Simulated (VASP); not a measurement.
Input of a VASP 6.6.1 run:

Contents of INCAR:

```
  PREC = Accurate
  ENCUT = 500
  EDIFF = 1E-7
  ISMEAR = -1
  SIGMA = 0.05
  LREAL = F
  LASPH = T
  NELM = 120
  ALGO = Normal
  ISIF = 3
  LWAVE = F
  LCHARG = F
  GGA = PS
  IBRION = 2
  NSW = 80
  EDIFFG = -0.02
  GGA_COMPAT = F
  NELMIN = 4
```

KPOINTS

```
Automatic mesh
0
Gamma
  17 17 17
```

Contents of POSCAR:

```
Ta
1.0
    0.0000000000      2.0800000000      2.0800000000
    2.0800000000      0.0000000000      2.0800000000
    2.0800000000      2.0800000000      0.0000000000
Ta
1
Direct
    0.0000000000      0.0000000000      0.0000000000
```

Potentials or basis: VASP PAW PBE potentials, release 64 (Ta_pv).

Run with:

```bash
$ cat potpaw_PBE.64/Ta_pv/POTCAR > POTCAR
$ mpirun -np 1 vasp_std > vasp.out
```

**Question.** Estimate the band gap on the k mesh.

**Answer.** Zero (an odd number of electrons rules out a gap without spin polarisation).

**Question.** Predict the space group after relaxing (to 0.1 Å).

**Answer.** Fm-3m (No. 225).

**Question.** Estimate the relaxed cell.

**Answer.** a = 2.953 Å, b = 2.953 Å, c = 2.953 Å, α = 60.00°, β = 60.00°, γ = 60.00°.

**Question.** What does it give for the relaxed volume?

**Answer.** 18.22 Å³/atom.

Final structure:
```xyz
1
Lattice="0.0000 2.0884 2.0884 2.0884 0.0000 2.0884 2.0884 2.0884 0.0000" Properties=species:S:1:pos:R:3 pbc="T T T"
Ta    0.0000    0.0000    0.0000
```

Caveat: the PAW data sets were made with another functional, which shifts forces and pressure a little; spin-orbit coupling is left out, which moves the levels of the heavy elements.
